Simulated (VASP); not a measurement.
Ta:

```xyz
2
Lattice="0.0000 2.8999 2.8999 2.8999 0.0000 2.8999 2.8999 2.8999 0.0000" Properties=species:S:1:pos:R:3 pbc="T T T"
Ta    0.7250    0.7250    0.7250
Ta    5.0748    5.0748    5.0748
```

This isn't the form of Ta at room conditions, which is bcc.

* Program: VASP 6.6.1
* Task: relaxation of cell and atoms
* Functional: RPBE
* Potentials or basis: VASP PAW PBE potentials, release 64 (Ta_pv)
* Cutoff: 600 eV
* k mesh: 9 × 9 × 9
* Occupations: fermi-dirac, width 0.1 eV
* Spin: no spin polarisation

At the start: pressure 16.3 GPa; volume 24.39 Å³/atom.

How do energy, volume and symmetry change on relaxing?

Over 4 steps the energy falls by 217.4 meV/atom and the volume is 29.24 Å³/atom (+19.9 %); space group Fd-3m (No. 227, to 0.1 Å) before and after.

The path:
```csv
step,energy change (eV),largest force (eV/Å),pressure (GPa),volume (Å³)
1,0.0000,0.0000,16.29,48.77
2,-0.1579,0.0000,-7.90,68.46
3,-0.4347,0.0000,-0.20,58.69
4,-0.4348,0.0000,0.05,58.48
```

Final structure:
```yaml
crystal:
  lattice:
    - [0.00000, 3.08070, 3.08070]
    - [3.08070, 0.00000, 3.08070]
    - [3.08070, 3.08070, 0.00000]
  atoms:
    - { symbol: Ta, position: [0.12500, 0.12500, 0.12500] }
    - { symbol: Ta, position: [0.87500, 0.87500, 0.87500] }
```

Caveat: the volume moved by over 15 % at a fixed basis, so the end points are rough; the PAW data sets were made with another functional, which shifts forces and pressure a little.
